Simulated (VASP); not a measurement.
Wanted: the native input for a VASP 6.6.1 run.

```yaml
Task: single point
Functional: B3LYP5
Potentials_or_basis: VASP PAW PBE potentials, release 64 (Sn_d)
Cutoff: 520 eV
k_mesh: 4 × 4 × 4
Occupations: fermi-dirac, width 0.05 eV
Spin: no spin polarisation
Dipole_correction: no
Grid_for_exact_exchange_PRECFOCK: Normal
Further_INCAR_settings: ALGO = Normal; EDIFF = 1e-06; NBANDS = 21
Share_of_exact_exchange: 0.2
```

Sn:

```
Sn
1.0
     0.00000    3.21164    3.21164
     3.21164    0.00000    3.21164
     3.21164    3.21164    0.00000
Sn
2
Cartesian
  4.8175 4.8175 4.8175
  3.2116 3.2116 3.2116
```

This isn't the form of Sn at room conditions, which is tetragonal (white tin).

One way to write it, as run:

POSCAR

```
Sn
1.0
    0.0000000000      3.2116418589      3.2116418589
    3.2116418589      0.0000000000      3.2116418589
    3.2116418589      3.2116418589      0.0000000000
Sn
2
Direct
    0.7500000000      0.7500000000      0.7500000000
    0.5000000000      0.5000000000      0.5000000000
```

INCAR.step1

```
SYSTEM = Sn
PREC = Accurate ; ENCUT = 520
EDIFF = 1E-5 ; ISMEAR = -1
SIGMA = 0.05 ; LREAL = .FALSE.
LASPH = .TRUE. ; NELM = 100
ALGO = Normal ; ISIF = 2
LWAVE = .TRUE. ; LCHARG = .FALSE.
GGA = PE ; NBANDS = 21
```

INCAR.step2

```
SYSTEM = Sn
PREC = Accurate ; ENCUT = 520
EDIFF = 1E-6 ; ISMEAR = -1
SIGMA = 0.05 ; LREAL = .FALSE.
LASPH = .TRUE. ; NELM = 100
ALGO = Normal ; ISIF = 2
LWAVE = .FALSE. ; LCHARG = .FALSE.
GGA = B5 ; LHFCALC = .TRUE.
AEXX = 0.2 ; AGGAX = 0.72
AGGAC = 0.81 ; ALDAC = 0.19
PRECFOCK = Normal ; ISTART = 1
NBANDS = 21
```

KPOINTS

```
regular mesh
0
G
  4 4 4
  0 0 0
```

Potentials or basis: VASP PAW PBE potentials, release 64 (Sn_d).

The run is started by

```bash
$ cat potpaw_PBE.64/Sn_d/POTCAR > POTCAR
$ cp INCAR.step1 INCAR
$ mpirun -np 1 vasp_std > vasp.out
$ cp INCAR.step2 INCAR
$ mpirun -np 1 vasp_std > vasp.out
```

It gave:

```
Pressure               : 6.1 GPa
Band gap on the k mesh : zero (filled and empty bands touch)
```

Caveat: the k points lie up to 0.42 Å⁻¹ apart; the PAW data sets were made with another functional, which shifts forces and pressure a little; spin-orbit coupling is left out, which moves the levels of the heavy elements.

Wall time 30 min on 1 thread of Oxide Virtual Turin-like Processor, with other jobs on the host, peak memory 0.19 GiB.
